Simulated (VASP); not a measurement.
# TiAl3N4 (P4/mmm) in VASP: single point with PBE

Aim: the single point of TiAl3N4 with PBE.

Program: VASP 6.6.1. These are calculated values, not measurements. Logs are shortened: lines on timing, memory, paths and dates and some standing lists are left out, and cuts for length are marked.

**1. The cell of the first run**

Symmetry: P4/mmm, No. 123, tetragonal system. The conventional cell has a = 2.906 Å, b = 2.906 Å, c = 8.356 Å, α = 90.00°, β = 90.00°, γ = 90.00°. Ti (site symmetry 4/mmm) has 6 N at 2.05 to 2.16 Å within 2.7 Å. Within 2.7 Å of Al (site symmetry 4mm) lie 6 N at 2.04 to 2.14 Å. Within 2.7 Å of Al (site symmetry 4/mmm) lie 6 N at 2.01 to 2.05 Å. Within 2.7 Å of N (site symmetry 4/mmm) lie 6 Al at 2.04 to 2.05 Å. Within 2.7 Å of N (site symmetry 4mm) lie 5 Al at 2.01 to 2.05 Å and 1 Ti at 2.16 Å. N (site symmetry 4/mmm) has 4 Ti at 2.05 Å and 2 Al at 2.14 Å within 2.7 Å.

**2. Single point, PBE**

POSCAR reads:

```
TiAl3N4
1.0
    2.9056534913      0.0000000000      0.0000000000
    0.0000000000      2.9056534913      0.0000000000
    0.0000000000      0.0000000000      8.3562018220
Ti Al N
1 3 4
Direct
    0.5000000000      0.5000000000      0.5000000000
    0.0000000000      0.0000000000      0.7562906369
    0.5000000000      0.5000000000      0.0000000000
    0.0000000000      0.0000000000      0.2437093631
    0.0000000000      0.0000000000      0.0000000000
    0.5000000000      0.5000000000      0.2409181868
    0.0000000000      0.0000000000      0.5000000000
    0.5000000000      0.5000000000      0.7590818132
```

INCAR.step1 reads:

```
SYSTEM = TiAl3N4
PREC = Accurate
ENCUT = 520
EDIFF = 1E-7
ISMEAR = 0
SIGMA = 0.1
LREAL = .FALSE.
LASPH = .TRUE.
NELM = 100
ALGO = Normal
ISIF = 2
LWAVE = .FALSE.
LCHARG = .TRUE.
LMAXMIX = 4
GGA = PE
NBANDS = 30
```

KPOINTS.step1 reads:

```
Automatic mesh
0
G
  14 14 6
  0 0 0
```

INCAR.step2 reads:

```
SYSTEM = TiAl3N4
PREC = Accurate
ENCUT = 520
EDIFF = 1E-7
ISMEAR = -5
SIGMA = 0.1
LREAL = .FALSE.
LASPH = .TRUE.
NELM = 100
ALGO = Normal
ISIF = 2
LWAVE = .FALSE.
LCHARG = .FALSE.
LMAXMIX = 4
GGA = PE
LORBIT = 10
NEDOS = 1001
ICHARG = 11
```

KPOINTS.step2 reads:

```
Automatic mesh
0
G
  21 21 9
  0 0 0
```

Potentials or basis: VASP PAW PBE potentials, release 64 (Ti_sv, Al, N).

Started as:

```console
cat potpaw_PBE.64/Ti_sv/POTCAR potpaw_PBE.64/Al/POTCAR potpaw_PBE.64/N/POTCAR > POTCAR
cp INCAR.step1 INCAR
cp KPOINTS.step1 KPOINTS
mpirun -np 1 vasp_std > vasp.out
cp INCAR.step2 INCAR
cp KPOINTS.step2 KPOINTS
mpirun -np 1 vasp_std > vasp.out
```

OUTCAR:

```text
SYSTEM = TiAl3N4
   PREC = Accurate
   ENCUT = 520
   EDIFF = 1E-7
   ISMEAR = -5
   LREAL = .FALSE.
   LASPH = .TRUE.
   NELM = 100
   ISIF = 2
   GGA = PE
   LORBIT = 10
   ICHARG = 11

 ion  position               nearest neighbor table
   1  0.500  0.500  0.500-   7 2.05   7 2.05   7 2.05   7 2.05   8 2.16   6 2.16   4 2.97   4 2.97
                             2 2.97   4 2.97   2 2.97   2 2.97   4 2.97   2 2.97
   2  0.000  0.000  0.756-   5 2.04   8 2.05   8 2.05   8 2.05   8 2.05   7 2.14   3 2.89   3 2.89
                             3 2.89   3 2.89   1 2.97   1 2.97   1 2.97   1 2.97
   3  0.500  0.500  0.000-   6 2.01   8 2.01   5 2.05   5 2.05   5 2.05   5 2.05   4 2.89   4 2.89
                             2 2.89   4 2.89   2 2.89   2 2.89   4 2.89   2 2.89
   4  0.000  0.000  0.244-   5 2.04   6 2.05   6 2.05   6 2.05   6 2.05   7 2.14   3 2.89   3 2.89
                             3 2.89   3 2.89   1 2.97   1 2.97   1 2.97   1 2.97
   5  0.000  0.000  0.000-   2 2.04   4 2.04   3 2.05   3 2.05   3 2.05   3 2.05
   6  0.500  0.500  0.241-   3 2.01   4 2.05   4 2.05   4 2.05   4 2.05   1 2.16
   7  0.000  0.000  0.500-   1 2.05   1 2.05   1 2.05   1 2.05   4 2.14   2 2.14
   8  0.500  0.500  0.759-   3 2.01   2 2.05   2 2.05   2 2.05   2 2.05   1 2.16

  LATTYP: Found a simple tetragonal cell.
 ALAT       =     2.9056534913
 C/A-ratio  =     2.8758425074

  Lattice vectors:

 A1 = (   2.9056534913,   0.0000000000,   0.0000000000)
 A2 = (   0.0000000000,   2.9056534913,   0.0000000000)
 A3 = (   0.0000000000,   0.0000000000,   8.3562018220)

Analysis of symmetry for initial positions (statically):
=====================================================================
 Subroutine PRICEL returns:
 Original cell was already a primitive cell.

 Routine SETGRP: Setting up the symmetry group for a
 simple tetragonal supercell.

 Subroutine GETGRP returns: Found 16 space group operations
 (whereof 16 operations were pure point group operations)
 out of a pool of 16 trial point group operations.

The static configuration has the point symmetry D_4h.

Analysis of symmetry for dynamics (positions and initial velocities):
=====================================================================
 Subroutine PRICEL returns:
 Original cell was already a primitive cell.

 Routine SETGRP: Setting up the symmetry group for a
 simple tetragonal supercell.

 Subroutine GETGRP returns: Found 16 space group operations
 (whereof 16 operations were pure point group operations)
 out of a pool of 16 trial point group operations.

The dynamic configuration has the point symmetry D_4h.

 Subroutine INISYM returns: Found 16 space group operations
 (whereof 16 operations are pure point group operations),
 and found     1 'primitive' translations

----------------------------------------------------------------------------------------

                                     Primitive cell

  volume of cell :      70.5499

  direct lattice vectors                    reciprocal lattice vectors
     2.905653491  0.000000000  0.000000000     0.344156660  0.000000000  0.000000000
     0.000000000  2.905653491  0.000000000     0.000000000  0.344156660  0.000000000
     0.000000000  0.000000000  8.356201822     0.000000000  0.000000000  0.119671595

  length of vectors
     2.905653491  2.905653491  8.356201822     0.344156660  0.344156660  0.119671595

  position of ions in fractional coordinates (direct lattice)
     0.500000000  0.500000000  0.500000000
     0.000000000  0.000000000  0.756290637
     0.500000000  0.500000000  0.000000000
     0.000000000  0.000000000  0.243709363
     0.000000000  0.000000000  0.000000000
     0.500000000  0.500000000  0.240918187
     0.000000000  0.000000000  0.500000000
     0.500000000  0.500000000  0.759081813

  ion indices of the primitive-cell ions
   primitive index   ion index
                 1           1
                 2           2
                 3           3
                 4           4
                 5           5
                 6           6
                 7           7
                 8           8

----------------------------------------------------------------------------------------

 KPOINTS: Automatic mesh

Automatic generation of k-mesh.
 Grid dimensions read from file:
 generate k-points for:   21   21    9

 Generating k-lattice:

  Cartesian coordinates                     Fractional coordinates (reciprocal lattice)
     0.016388412  0.000000000  0.000000000     0.047619048  0.000000000  0.000000000
     0.000000000  0.016388412  0.000000000     0.000000000  0.047619048  0.000000000
     0.000000000  0.000000000  0.013296844     0.000000000  0.000000000  0.111111111

  Length of vectors
     0.016388412  0.016388412  0.013296844

  Shift w.r.t. Gamma in fractional coordinates (k-lattice)
     0.000000000  0.000000000  0.000000000

 TETIRR: Found   5923 inequivalent tetrahedra from    23814

 Subroutine IBZKPT returns following result:
 ===========================================

 Found    330 irreducible k-points:

 Following reciprocal coordinates:
            Coordinates               Weight
  0.000000  0.000000  0.000000      1.000000
  0.047619  0.000000  0.000000      4.000000
  0.095238  0.000000  0.000000      4.000000
  0.142857  0.000000  0.000000      4.000000
  0.190476  0.000000  0.000000      4.000000
  0.238095  0.000000  0.000000      4.000000
[... 16 lines left out ...]
  0.142857  0.095238  0.000000      8.000000
  0.190476  0.095238  0.000000      8.000000
 [... further k-points ...]
   k-points           NKPTS =    330   k-points in BZ     NKDIM =    330   number of bands    NBANDS=     25
   number of dos      NEDOS =   1001   number of ions     NIONS =      8
   total plane-waves  NPLWV =  36864
   dimension x,y,z NGX =    24 NGY =   24 NGZ =   64
   dimension x,y,z NGXF=    48 NGYF=   48 NGZF=  128
   ions per type =               1   3   4
   NGX,Y,Z   is equivalent  to a cutoff of  13.73, 13.73, 12.73 a.u.
   NGXF,Y,Z  is equivalent  to a cutoff of  27.46, 27.46, 25.47 a.u.
 SYSTEM =  TiAl3N4
   PREC   = accura    normal or accurate (medium, high low for compatibility)
   ISTART =      0    job   : 0-new  1-cont  2-samecut
   ICHARG =     11    charge: 1-file 2-atom 10-const
   ISPIN  =      1    spin polarized calculation?
   LNONCOLLINEAR =      F non collinear calculations
   LSORBIT =      F    spin-orbit coupling
   LASPH  =      T    aspherical Exc in radial PAW
   ENCUT  =  520.0 eV  38.22 Ry    6.18 a.u.   5.40  5.40 15.54*2*pi/ulx,y,z
   NELM   =    100;   NELMIN=  2; NELMDL=  0     # of ELM steps
   EDIFF  = 0.1E-06   stopping-criterion for ELM
   LREAL  =      F    real-space projection
   EDIFFG = 0.1E-05   stopping-criterion for IOM
   NSW    =      0    number of steps for IOM
   IBRION =     -1    ionic relax: 0-MD 1-quasi-New 2-CG
   NFREE  =      0    steps in history (QN), initial steepest desc. (CG)
   ISIF   =      2    stress and relaxation
   ISYM   =      2    0-nonsym 1-usesym 2-fastsym
   POTIM  = 0.5000    time-step for ionic-motion
   TEBEG  =    0.0;   TEEND  =   0.0 temperature during run
   PSTRESS=    0.0 pullay stress
   NELECT =      41.0000    total number of electrons
   NUPDOWN=      -1.0000    fix difference up-down
   EMIN   =  10.00;   EMAX   =-10.00  energy-range for DOS
   EFERMI =   0.00;   METHOD = LEGACY
   ISMEAR =    -5;   SIGMA  =   0.10  broadening in eV -4-tet -1-fermi 0-gaus
   EFERMI_NEDOS =   21; number of points for ismear=-14 and -15
   IALGO  =     38    algorithm
   IMIX   =      4    mixing-type and parameters
     AMIX     =   0.40;   BMIX     =  1.00
     AMIX_MAG =   1.60;   BMIX_MAG =  1.00
  volume/ion in A,a.u.               =       8.82        59.51
  Fermi-wavevector in a.u.,A,eV,Ry     =   1.366167  2.581682 25.394097  1.866413
  Thomas-Fermi vector in A             =   2.492332
   LORBIT       =     10    0 simple, 1 ext, 2 COOP (PROOUT), +10 PAW based schemes
   GGA     = PE    functional components
   LHFCALC =     F    Hartree Fock is set to
   AEXX    =    0.0000 exact exchange contribution
   IVDW    =     0    specifies the selected vdW correction
   LEPSILON=     F    determine dielectric tensor
   LRPA    =     F    only Hartree local field effects (RPA)
 non-spin polarized calculation
 Fermi weights with tetrahedron method with Bloechl corrections
  energy-cutoff  :      520.00
  volume of cell :       70.55
 maximum number of plane-waves:      1926
 NGX is ok and might be reduce to    24

 number of electron      40.9999994 magnetization

 Free energy of the ion-electron system (eV)
  ---------------------------------------------------
  ext. energy  EPLUGINS =         0.00000000
  ---------------------------------------------------
  free energy    TOTEN  =       -62.51666786 eV

  energy without entropy =      -62.51666786  energy(sigma->0) =      -62.51666786

 E-fermi :  11.7100     XC(G=0): -12.3550

 val. band max:       11.6972557766   @ k =   0.3810   0.3810   0.2222
 cond. band min:      11.6985867953   @ k =   0.2857   0.2381   0.1111
 fundamental gap:      0.0013310186
 Fermi energy:        11.7099709512

 k-point     1 :       0.0000    0.0000    0.0000
  band No.  band energies     occupation
      1     -46.1341      2.00000
      2     -22.5259      2.00000
      3     -22.2196      2.00000
      4     -22.2196      2.00000
      5      -7.3835      2.00000
      6      -5.9344      2.00000
[... 17 lines left out ...]
     24      12.8921      0.00000
     25      13.6706      0.00000
[... 621 lines left out ...]
      3     -22.3727      2.00000
      4     -22.2404      2.00000
      5      -6.8054      2.00000
      6      -5.4667      2.00000
[... 17 lines left out ...]
     24      14.2250      0.00000
     25      15.1745      0.00000

 [... further k-points ...]
[... 5 lines left out ...]
  --------------------------------------------------------------------------------------
  -------------------------------------------------------------------------------------
  Total        0.0196365      0.0196365     -0.2239721      0.0000000      0.0000000      0.0000000
  in kB        0.4459409      0.4459409     -5.0863694      0.0000000      0.0000000      0.0000000
  external PRESSURE =      -1.3981625 kB  Pullay stress =       0.0000000 kB

 VOLUME and BASIS-vectors are now :
 -----------------------------------------------------------------------------
  energy-cutoff  :      520.00
  volume of cell :       70.55
      direct lattice vectors                 reciprocal lattice vectors
     2.905653491  0.000000000  0.000000000     0.344156660  0.000000000  0.000000000
     0.000000000  2.905653491  0.000000000     0.000000000  0.344156660  0.000000000
     0.000000000  0.000000000  8.356201822     0.000000000  0.000000000  0.119671595

 POSITION                                       TOTAL-FORCE (eV/Angst)
 -----------------------------------------------------------------------------------
      1.45283      1.45283      4.17810         0.000000      0.000000      0.000000
      0.00000      0.00000      6.31972         0.000000      0.000000      0.003402
      1.45283      1.45283      0.00000         0.000000      0.000000      0.000000
      0.00000      0.00000      2.03648         0.000000     -0.000000     -0.003402
      0.00000      0.00000      0.00000         0.000000      0.000000      0.000000
      1.45283      1.45283      2.01316         0.000000     -0.000000     -0.028724
      0.00000      0.00000      4.17810         0.000000      0.000000      0.000000
      1.45283      1.45283      6.34304         0.000000      0.000000      0.028724
 -----------------------------------------------------------------------------------
    total drift:                                0.000000     -0.000000     -0.000000

  FREE ENERGIE OF THE ION-ELECTRON SYSTEM (eV)
  ---------------------------------------------------
  free  energy   TOTEN  =       -62.5166678628 eV

  energy  without entropy=      -62.5166678628  energy(sigma->0) =      -62.51666786

 total charge

# of ion       s       p       d       tot
------------------------------------------
    1        2.200   6.259   2.003  10.463
    2        0.309   0.371   0.000   0.681
    3        0.316   0.391   0.000   0.707
    4        0.309   0.371   0.000   0.681
    5        1.219   2.619   0.000   3.838
    6        1.222   2.598   0.000   3.820
    7        1.243   2.553   0.000   3.796
    8        1.222   2.598   0.000   3.820
--------------------------------------------------
tot          8.040  17.762   2.003  27.806
```

It took 10 min on 1 thread of Intel Xeon Platinum 8259CL at 2.50GHz (Skylake/Cascade Lake), shared host; peak memory 0.59 GiB.

Results:

* Valence electrons inside the program's atomic spheres: Ti 10.46; Al 0.68, 0.71 (each value once); N 3.84, 3.82, 3.80 (each value once)

Caveat: tetrahedron occupations give inexact forces and stress in metals.
